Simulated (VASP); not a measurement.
Here is a VASP 6.6.1 calculation.

INCAR

```
SYSTEM = TaN
ALGO = Normal
EDIFF = 1E-6
EDIFFG = -0.005
ENCUT = 600
GGA = PE
IBRION = 2
ISIF = 3
ISMEAR = -1
LASPH = .True.
LCHARG = .False.
LREAL = .False.
LWAVE = .False.
NELM = 100
NSW = 60
PREC = Accurate
PSTRESS = -0.9099999999999999
SIGMA = 0.08
```

KPOINTS

```
k-points
0
Gamma
  14 14 14
  0 0 0
```

File POSCAR:

```
TaN
1.0
    2.7163246205      0.0000000000      0.0000000000
    0.0000000000      2.7163246205      0.0000000000
    0.0000000000      0.0000000000      2.7163246205
Ta N
1 1
Direct
    0.0000000000      0.0000000000      0.0000000000
    0.5000000000      0.5000000000      0.5000000000
```

Potentials or basis: VASP PAW PBE potentials, release 64 (Ta_pv, N).

Launch:

```sh
$ cat potpaw_PBE.64/Ta_pv/POTCAR potpaw_PBE.64/N/POTCAR > POTCAR
$ mpirun -np 1 vasp_std > vasp.out
```

Problem. Predict the band gap on the k mesh.

Solution. Zero (band 8 reaches 15.29 eV, above the bottom of band 9 at 6.56 eV).

Problem. Estimate the relaxed cell.

Solution. a = 2.752 Å, b = 2.752 Å, c = 2.752 Å, α = 90.00°, β = 90.00°, γ = 90.00°.

Problem. What does it give for the relaxed volume?

Solution. 10.42 Å³/atom.

Step by step:
```tsv
step	energy change (eV)	largest force (eV/Å)	pressure (GPa)	volume (Å³)
1	0.0000	0.0000	13.33	20.04
2	0.0922	0.0000	-21.18	22.58
3	-0.0318	0.0000	-0.41	20.86
4	-0.0318	0.0000	-0.14	20.84
```

Caveat: the cell is relaxed towards a set pressure, so the enthalpy falls and the energy may rise; spin-orbit coupling is left out, which moves the levels of the heavy elements.
